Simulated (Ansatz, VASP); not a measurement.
Mg: VASP beside Ansatz

File INCAR:

```
PREC = Accurate
ENCUT = 520
EDIFF = 1E-6
ISMEAR = -1
SIGMA = 0.08
LREAL = False
LASPH = True
NELM = 60
ALGO = Normal
ISIF = 2
LWAVE = False
LCHARG = False
GGA = PE
NBANDS = 9
```

The input KPOINTS:

```
Automatic mesh
0
Gamma
  12 12 7
```

The input POSCAR:

```
Mg
1.0
    3.2092715325      0.0000000000      0.0000000000
   -1.6046357662      2.7793106748      0.0000000000
    0.0000000000      0.0000000000      5.0540201000
Mg
2
Direct
    0.3333333333      0.6666666667      0.2500000000
    0.6666666667      0.3333333333      0.7500000000
```

Input for Ansatz:

```yaml
crystal:
  lattice:
    - [3.2092715325, 0.0, 0.0]
    - [-1.6046357662, 2.7793106748, 0.0]
    - [0.0, 0.0, 5.0540201]
  atoms:
    - { symbol: Mg, position: [0.3333333333, 0.6666666667, 0.25] }
    - { symbol: Mg, position: [0.6666666667, 0.3333333333, 0.75] }
kpoints:
  mp_grid: { grid: [12, 12, 7] }
  band_path:
    path:
      - [0.0, 0.0, 0.0]
      - [0.5, 0.0, 0.0]
      - [0.3333333333, 0.3333333333, 0.0]
      - [0.0, 0.0, 0.0]
      - [0.0, 0.0, 0.5]
      - [0.5, 0.0, 0.5]
      - [0.3333333333, 0.3333333333, 0.5]
      - [0.0, 0.0, 0.5]
      - [0.5, 0.0, 0.5]
    npoints: 5
scf:
  occupations: { method: fermi_dirac, width: 0.08 }
hamiltonian:
  xc: pbe
  pseudopotentials: { kind: all_electron, lapw: { basis_error: 0.0005 } }
output:
  forces: true
  stress: true
  eigenvalues: true
```

Change from the starting cell: zz strain of -3 %.

Alike in both runs: task single point; functional PBE; k mesh 12 × 12 × 7; occupations fermi-dirac, width 0.08 eV; no spin polarisation.

|  | VASP | Ansatz |
| --- | --- | --- |
| version | VASP 6.6.1 | Ansatz 0.2.0 |
| potentials or method | VASP PAW PBE potentials, release 64 (Mg), cutoff 520 eV | all-electron LAPW, scalar-relativistic |

Ansatz gave:

```
pressure (GPa)                                                : 0.7
traceless stress, the component that is largest in VASP (GPa) : 0.63
```

Problem. Which values does VASP return?

Solution. Pressure (GPa): 0.6; traceless stress, the component that is largest in VASP (GPa): 0.63.

Ansatz ran all-electron here, and VASP with PAW potentials.
